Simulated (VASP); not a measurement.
Set up this calculation in VASP 6.6.1, as the native input.

| Item | Value |
| --- | --- |
| Task | single point |
| Functional | PBE |
| Potentials or basis | VASP PAW PBE potentials, release 64 (Se) |
| Cutoff | 520 eV |
| k mesh | 10 × 10 × 10 |
| Occupations | fermi-dirac, width 0.1 eV |
| Spin | no spin polarisation |
| Dipole correction | no |
| Further INCAR settings | ALGO = Normal; EDIFF = 1e-06; NBANDS = 13 |

The structure of Se lies in POSCAR:

```
Se
1.0
    0.0000000000      3.1242436641      3.1242436641
    3.1242436641      0.0000000000      3.1242436641
    3.1242436641      3.1242436641      0.0000000000
Se
2
Direct
    0.1250000000      0.1250000000      0.1250000000
    0.8750000000      0.8750000000      0.8750000000
```

This isn't the form of Se at room conditions, which is trigonal, of chains.

One way to write it, as run:

INCAR

```
PREC     = Accurate       # precision mode
ENCUT    = 520            # plane-wave cutoff, eV
EDIFF    = 1E-6           # SCF threshold, eV
ISMEAR   = -1             # smearing method
SIGMA    = 0.1            # smearing width, eV
LREAL    = F              # projectors in reciprocal space
LASPH    = T              # aspherical terms in the spheres
NELM     = 100            # most SCF steps
ALGO     = Normal         # electronic algorithm
ISIF     = 2              # what is computed and relaxed
LWAVE    = F              # write WAVECAR
LCHARG   = T              # write CHGCAR
GGA      = PE             # functional
LELF     = T              # ELF
LVHAR    = T            
NBANDS   = 13             # bands
```

KPOINTS

```
Automatic mesh
0
Gamma
  10 10 10
```

Potentials or basis: VASP PAW PBE potentials, release 64 (Se).

Run with:

```console
$ cat potpaw_PBE.64/Se/POTCAR > POTCAR
$ mpirun -np 1 vasp_std > vasp.out
```

Results of the run:

```json
{"Pressure": "1.7 GPa", "Band gap on the k mesh": "zero (bands 6 and 7 overlap by 1.10 eV)"}
```

Run time: 58 s on 1 thread of Intel Xeon 8259CL, with other jobs on the host, peak memory 0.21 GiB.
